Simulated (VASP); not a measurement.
# GaC (Pm-3m) in VASP: a series of runs

The runs below take GaC through single point, relaxation of cell and atoms, with PBE.

All numbers are computed with VASP 6.6.1; they aren't measurements. Logs are shortened: lines on timing, memory, paths and dates and some standing lists are left out, and cuts for length are marked.

**1. The cell of the first run**

It takes space group Pm-3m (No. 221, cubic). Conventional cell: a = 2.818 Å, b = 2.818 Å, c = 2.818 Å, α = 90.00°, β = 90.00°, γ = 90.00°. Within 3.2 Å of Ga (site symmetry m-3m) lie 8 C at 2.44 Å and 6 Ga at 2.82 Å. C (site symmetry m-3m) has 8 Ga at 2.44 Å and 6 C at 2.82 Å within 3.2 Å.

**2. Single point, PBE**

Contents of INCAR:

```
SYSTEM = GaC
PREC = Accurate ; ENCUT = 600
EDIFF = 1E-6 ; ISMEAR = 0
SIGMA = 0.1 ; LREAL = .FALSE.
LASPH = .TRUE. ; NELM = 120
ALGO = Normal ; ISIF = 2
LWAVE = .FALSE. ; LCHARG = .FALSE.
GGA = PE ; NBANDS = 16
GGA_COMPAT = .FALSE.
```

Contents of KPOINTS:

```
regular mesh
0
G
  6 6 6
  0 0 0
```

Contents of POSCAR:

```
GaC
1.0
    2.8181395409      0.0000000000      0.0000000000
    0.0000000000      2.8181395409      0.0000000000
    0.0000000000      0.0000000000      2.8181395409
Ga C
1 1
Direct
    0.0000000000      0.0000000000      0.0000000000
    0.5000000000      0.5000000000      0.5000000000
```

Potentials or basis: VASP PAW PBE potentials, release 64 (Ga_d, C).

Run with:

```sh
$ cat potpaw_PBE.64/Ga_d/POTCAR potpaw_PBE.64/C/POTCAR > POTCAR
$ mpirun -np 1 vasp_std > vasp.out
```

OUTCAR:

```text
SYSTEM = GaC
   PREC = Accurate
   ENCUT = 600
   EDIFF = 1E-6
   ISMEAR = 0
   LREAL = .FALSE.
   LASPH = .TRUE.
   NELM = 120
   ISIF = 2
   GGA = PE

 ion  position               nearest neighbor table
   1  0.000  0.000  0.000-   2 2.44   2 2.44   2 2.44   2 2.44   2 2.44   2 2.44   2 2.44   2 2.44

   2  0.500  0.500  0.500-   1 2.44   1 2.44   1 2.44   1 2.44   1 2.44   1 2.44   1 2.44   1 2.44

  LATTYP: Found a simple cubic cell.
 ALAT       =     2.8181395409

  Lattice vectors:

 A1 = (   2.8181395409,   0.0000000000,   0.0000000000)
 A2 = (   0.0000000000,   2.8181395409,   0.0000000000)
 A3 = (   0.0000000000,   0.0000000000,   2.8181395409)

Analysis of symmetry for initial positions (statically):
=====================================================================
 Subroutine PRICEL returns:
 Original cell was already a primitive cell.

 Routine SETGRP: Setting up the symmetry group for a
 simple cubic supercell.

 Subroutine GETGRP returns: Found 48 space group operations
 (whereof 48 operations were pure point group operations)
 out of a pool of 48 trial point group operations.

The static configuration has the point symmetry O_h .

Analysis of symmetry for dynamics (positions and initial velocities):
=====================================================================
 Subroutine PRICEL returns:
 Original cell was already a primitive cell.

 Routine SETGRP: Setting up the symmetry group for a
 simple cubic supercell.

 Subroutine GETGRP returns: Found 48 space group operations
 (whereof 48 operations were pure point group operations)
 out of a pool of 48 trial point group operations.

The dynamic configuration has the point symmetry O_h .

 Subroutine INISYM returns: Found 48 space group operations
 (whereof 48 operations are pure point group operations),
 and found     1 'primitive' translations

----------------------------------------------------------------------------------------

                                     Primitive cell

  volume of cell :      22.3814

  direct lattice vectors                    reciprocal lattice vectors
     2.818139541  0.000000000  0.000000000     0.354844033  0.000000000  0.000000000
     0.000000000  2.818139541  0.000000000     0.000000000  0.354844033  0.000000000
     0.000000000  0.000000000  2.818139541     0.000000000  0.000000000  0.354844033

  length of vectors
     2.818139541  2.818139541  2.818139541     0.354844033  0.354844033  0.354844033

  position of ions in fractional coordinates (direct lattice)
     0.000000000  0.000000000  0.000000000
     0.500000000  0.500000000  0.500000000

  ion indices of the primitive-cell ions
   primitive index   ion index
                 1           1
                 2           2

----------------------------------------------------------------------------------------

 KPOINTS: regular mesh

Automatic generation of k-mesh.
 Grid dimensions read from file:
 generate k-points for:    6    6    6

 Generating k-lattice:

  Cartesian coordinates                     Fractional coordinates (reciprocal lattice)
     0.059140672  0.000000000  0.000000000     0.166666667  0.000000000  0.000000000
     0.000000000  0.059140672  0.000000000     0.000000000  0.166666667  0.000000000
     0.000000000  0.000000000  0.059140672     0.000000000  0.000000000  0.166666667

  Length of vectors
     0.059140672  0.059140672  0.059140672

  Shift w.r.t. Gamma in fractional coordinates (k-lattice)
     0.000000000  0.000000000  0.000000000

 Subroutine IBZKPT returns following result:
 ===========================================

 Found     20 irreducible k-points:

 Following reciprocal coordinates:
            Coordinates               Weight
  0.000000  0.000000  0.000000      1.000000
  0.166667  0.000000  0.000000      6.000000
  0.333333  0.000000  0.000000      6.000000
  0.500000  0.000000  0.000000      3.000000
  0.166667  0.166667  0.000000     12.000000
  0.333333  0.166667  0.000000     24.000000
[... 12 lines left out ...]
  0.500000  0.500000  0.333333      6.000000
  0.500000  0.500000  0.500000      1.000000
   k-points           NKPTS =     20   k-points in BZ     NKDIM =     20   number of bands    NBANDS=     16
   number of dos      NEDOS =    301   number of ions     NIONS =      2
   total plane-waves  NPLWV =  13824
   dimension x,y,z NGX =    24 NGY =   24 NGZ =   24
   dimension x,y,z NGXF=    48 NGYF=   48 NGZF=   48
   ions per type =               1   1
   NGX,Y,Z   is equivalent  to a cutoff of  14.16, 14.16, 14.16 a.u.
   NGXF,Y,Z  is equivalent  to a cutoff of  28.32, 28.32, 28.32 a.u.
 SYSTEM =  GaC
   PREC   = accura    normal or accurate (medium, high low for compatibility)
   ISTART =      0    job   : 0-new  1-cont  2-samecut
   ICHARG =      2    charge: 1-file 2-atom 10-const
   ISPIN  =      1    spin polarized calculation?
   LNONCOLLINEAR =      F non collinear calculations
   LSORBIT =      F    spin-orbit coupling
   LASPH  =      T    aspherical Exc in radial PAW
   ENCUT  =  600.0 eV  44.10 Ry    6.64 a.u.   5.63  5.63  5.63*2*pi/ulx,y,z
   NELM   =    120;   NELMIN=  2; NELMDL= -5     # of ELM steps
   EDIFF  = 0.1E-05   stopping-criterion for ELM
   LREAL  =      F    real-space projection
   EDIFFG = 0.1E-04   stopping-criterion for IOM
   NSW    =      0    number of steps for IOM
   IBRION =     -1    ionic relax: 0-MD 1-quasi-New 2-CG
   NFREE  =      0    steps in history (QN), initial steepest desc. (CG)
   ISIF   =      2    stress and relaxation
   ISYM   =      2    0-nonsym 1-usesym 2-fastsym
   POTIM  = 0.5000    time-step for ionic-motion
   TEBEG  =    0.0;   TEEND  =   0.0 temperature during run
   PSTRESS=    0.0 pullay stress
   NELECT =      17.0000    total number of electrons
   NUPDOWN=      -1.0000    fix difference up-down
   EMIN   =  10.00;   EMAX   =-10.00  energy-range for DOS
   EFERMI =   0.00;   METHOD = LEGACY
   ISMEAR =     0;   SIGMA  =   0.10  broadening in eV -4-tet -1-fermi 0-gaus
   EFERMI_NEDOS =   21; number of points for ismear=-14 and -15
   IALGO  =     38    algorithm
   IMIX   =      4    mixing-type and parameters
     AMIX     =   0.40;   BMIX     =  1.00
     AMIX_MAG =   1.60;   BMIX_MAG =  1.00
  volume/ion in A,a.u.               =      11.19        75.52
  Fermi-wavevector in a.u.,A,eV,Ry     =   1.493695  2.822675 30.356302  2.231125
  Thomas-Fermi vector in A             =   2.606063
   LORBIT       =      0    0 simple, 1 ext, 2 COOP (PROOUT), +10 PAW based schemes
   GGA     = PE    functional components
   LHFCALC =     F    Hartree Fock is set to
   AEXX    =    0.0000 exact exchange contribution
   IVDW    =     0    specifies the selected vdW correction
   LEPSILON=     F    determine dielectric tensor
   LRPA    =     F    only Hartree local field effects (RPA)
 non-spin polarized calculation
 Gauss-broadening in eV      SIGMA  =   0.10
  energy-cutoff  :      600.00
  volume of cell :       22.38
 maximum number of plane-waves:       768
 NGX is ok and might be reduce to    24
   NGX = 11   NGY = 11   NGZ = 11

 number of electron      16.9999993 magnetization

 Free energy of the ion-electron system (eV)
  ---------------------------------------------------
  ext. energy  EPLUGINS =         0.00000000
  ---------------------------------------------------
  free energy    TOTEN  =        -8.24459649 eV

  energy without entropy =       -8.23458077  energy(sigma->0) =       -8.23958863

 E-fermi :   7.1935     XC(G=0): -12.3414

 val. band max:        7.1593785998   @ k =   0.5000   0.3333   0.1667
 cond. band min:       7.3650091559   @ k =   0.1667   0.0000   0.0000
 fundamental gap:      0.2056305561
 Fermi energy:         7.1934598797

 k-point     1 :       0.0000    0.0000    0.0000
  band No.  band energies     occupation
      1      -7.8089      2.00000
      2      -7.8089      2.00000
      3      -7.6033      2.00000
      4      -7.4008      2.00000
      5      -7.4008      2.00000
      6      -7.4008      2.00000
[... 8 lines left out ...]
     15      20.7324      0.00000
     16      32.2358      0.00000

 k-point     2 :       0.1667    0.0000    0.0000
  band No.  band energies     occupation
      1      -7.7995      2.00000
      2      -7.7510      2.00000
      3      -7.4378      2.00000
      4      -7.4378      2.00000
      5      -7.3977      2.00000
      6      -7.1270      2.00000
[... 8 lines left out ...]
     15      21.6511      0.00000
     16      28.1883      0.00000

 k-point     3 :       0.3333    0.0000    0.0000
  band No.  band energies     occupation
      1      -7.7806      2.00000
      2      -7.6425      2.00000
      3      -7.5105      2.00000
      4      -7.5105      2.00000
      5      -7.3913      2.00000
      6      -5.7544      2.00000
[... 8 lines left out ...]
     15      23.7768      0.00000
     16      26.1753      0.00000

 k-point     4 :       0.5000    0.0000    0.0000
  band No.  band energies     occupation
      1      -7.7711      2.00000
      2      -7.5881      2.00000
      3      -7.5461      2.00000
      4      -7.5461      2.00000
      5      -7.3882      2.00000
      6      -4.3418      2.00000
[... 8 lines left out ...]
     15      20.8074      0.00000
     16      30.2363      0.00000
[... 248 lines left out ...]
 k-point    18 :       0.5000    0.3333    0.3333
  band No.  band energies     occupation
      1      -7.7856      2.00000
      2      -7.7100      2.00000
      3      -7.6534      2.00000
      4      -7.4110      2.00000
      5      -7.3272      2.00000
      6      -1.1298      2.00000
[... 8 lines left out ...]
     15      25.9413      0.00000
     16      26.7818      0.00000

 k-point    19 :       0.5000    0.5000    0.3333
  band No.  band energies     occupation
      1      -7.8165      2.00000
      2      -7.7065      2.00000
      3      -7.7065      2.00000
      4      -7.3678      2.00000
      5      -7.2739      2.00000
      6      -0.4179      2.00000
[... 8 lines left out ...]
     15      27.1099      0.00000
     16      27.1099      0.00000

 k-point    20 :       0.5000    0.5000    0.5000
  band No.  band energies     occupation
      1      -7.7685      2.00000
      2      -7.7685      2.00000
      3      -7.7685      2.00000
      4      -7.2722      2.00000
      5      -7.2722      2.00000
      6      -0.0222      2.00000
[... 8 lines left out ...]
     15      27.5575      0.00000
     16      27.5575      0.00000

------------------------ aborting loop because EDIFF is reached ----------------------------------------

  FORCE on cell =-STRESS in cart. coord.  units (eV):
  Direction    XX          YY          ZZ          XY          YZ          ZX
  --------------------------------------------------------------------------------------
  -------------------------------------------------------------------------------------
  Total        0.0517316      0.0517316      0.0517316      0.0000000      0.0000000      0.0000000
  in kB        3.7032158      3.7032158      3.7032158      0.0000000      0.0000000      0.0000000
  external PRESSURE =       3.7032158 kB  Pullay stress =       0.0000000 kB

 VOLUME and BASIS-vectors are now :
 -----------------------------------------------------------------------------
  energy-cutoff  :      600.00
  volume of cell :       22.38
      direct lattice vectors                 reciprocal lattice vectors
     2.818139541  0.000000000  0.000000000     0.354844033  0.000000000  0.000000000
     0.000000000  2.818139541  0.000000000     0.000000000  0.354844033  0.000000000
     0.000000000  0.000000000  2.818139541     0.000000000  0.000000000  0.354844033

 POSITION                                       TOTAL-FORCE (eV/Angst)
 -----------------------------------------------------------------------------------
      0.00000      0.00000      0.00000         0.000000      0.000000      0.000000
      1.40907      1.40907      1.40907         0.000000      0.000000      0.000000
 -----------------------------------------------------------------------------------
    total drift:                                0.000000      0.000000      0.000000

  FREE ENERGIE OF THE ION-ELECTRON SYSTEM (eV)
  ---------------------------------------------------
  free  energy   TOTEN  =        -8.2445964925 eV

  energy  without entropy=       -8.2345807733  energy(sigma->0) =       -8.23958863
```

It took 3.8 s on 1 thread of Intel Xeon 6975P-C (Granite Rapids), shared host; peak memory 0.13 GiB.

Results:

```
Free energy            : -8.2446 eV
Pressure               : 0.4 GPa
Band gap on the k mesh : zero (an odd number of electrons rules out a gap without spin polarisation)
```

Caveat: the k points lie up to 0.37 Å⁻¹ apart, too coarse for converged energies and pressures of a metal.

[end of part 1 of 2]
